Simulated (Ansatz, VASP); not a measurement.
# Two plane-wave programs on Al

Contents of INCAR:

```
ALGO = Normal
EDIFF = 1E-6
ENCUT = 520
GGA = PE
ISIF = 2
ISMEAR = 0
IVDW = 12
LASPH = True
LCHARG = True
LELF = True
LREAL = False
LVHAR = True
LWAVE = False
NBANDS = 14
NELM = 80
PREC = Accurate
SIGMA = 0.15
```

KPOINTS

```
k-points
0
Gamma
  18 18 6
```

File POSCAR:

```
Al
1.0
    2.8298589290      0.0000000000      0.0000000000
   -1.4149294645      2.4507297217      0.0000000000
    0.0000000000      0.0000000000      9.1435571856
Al
4
Direct
    0.0000000000      0.0000000000      0.0000000000
    0.3333333333      0.6666666667      0.2500000000
    0.0000000000      0.0000000000      0.5000000000
    0.6666666667      0.3333333333      0.7500000000
```

Input for Ansatz:

```yaml
crystal:
  lattice:
    - [2.829858929, 0.0, 0.0]
    - [-1.4149294645, 2.4507297217, 0.0]
    - [0.0, 0.0, 9.1435571856]
  atoms:
    - { symbol: Al, position: [0.0, 0.0, 0.0] }
    - { symbol: Al, position: [0.3333333333, 0.6666666667, 0.25] }
    - { symbol: Al, position: [0.0, 0.0, 0.5] }
    - { symbol: Al, position: [0.6666666667, 0.3333333333, 0.75] }
basis:
  ecutwfc: 420
kpoints:
  mp_grid: { grid: [18, 18, 6] }
hamiltonian:
  xc: pbe
  dispersion: d3bj
scf:
  occupations: { method: gaussian, width: 0.15 }
output:
  forces: true
  stress: true
  eigenvalues: true
```

Alike in both runs: task single point; functional PBE; dispersion D3(BJ); k mesh 18 × 18 × 6; occupations gaussian, width 0.15 eV; no spin polarisation.

|  | VASP | Ansatz |
| --- | --- | --- |
| version | VASP 6.6.1 | Ansatz 0.2.0 |
| potentials or method | VASP PAW PBE potentials, release 64 (Al), cutoff 520 eV | scalar-relativistic, plane waves, PAW |
| valence electrons in the cell | 12 | 12 |

```tsv
	VASP	Ansatz	Ansatz less VASP
gap on the k mesh at the Fermi level (eV)	none	none	-
pressure (GPa)	-0.1	0.0	+0.03
traceless stress, the component that is largest in VASP (GPa)	1.09	1.09	-0.002
```

A gap of «none» marks a metal or a gap that the smearing closes.
